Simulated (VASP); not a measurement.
**KI: single point with PBE**

The system is KI.

```
K I
1.0
     0.00000    3.58907    3.58907
     3.58907    0.00000    3.58907
     3.58907    3.58907    0.00000
K I
1 1
Direct
  0.00000 0.00000 0.00000
  0.50000 0.50000 0.50000
```

```yaml
Program: VASP 6.6.1
Task: single point
Functional: PBE
Potentials_or_basis: VASP PAW PBE potentials, release 64 (K_sv, I)
Cutoff: 500 eV
k_mesh: 6 × 6 × 6
Occupations: gaussian, width 0.02 eV
Spin: no spin polarisation
```

```
Pressure               : 0.0 GPa
Band gap on the k mesh : 3.86 eV
```

Levels at points of the mesh, in eV from the valence-band top:
| k point | band 4 | band 5 | band 6 | band 7 | band 8 | band 9 | band 10 | band 11 | band 12 | band 13 |
| --- | --- | --- | --- | --- | --- | --- | --- | --- | --- | --- |
| (0.00, 0.00, 0.00) | -12.07 | -10.43 | 0.00 | 0.00 | 0.00 | 3.86 | 6.51 | 6.51 | 6.51 | 7.20 |
| (0.50, 0.00, 0.00) | -12.07 | -10.21 | -1.21 | -0.30 | -0.30 | 5.47 | 7.56 | 8.05 | 8.05 | 8.62 |
| (0.50, 0.50, 0.00) | -12.09 | -10.31 | -0.93 | -0.34 | -0.34 | 5.01 | 5.66 | 8.04 | 8.56 | 8.57 |

It took 38 s on 1 thread of Intel Xeon 8259CL, with other jobs on the host, peak memory 0.24 GiB.

Caveat: spin-orbit coupling is left out, which moves the levels of the heavy elements.
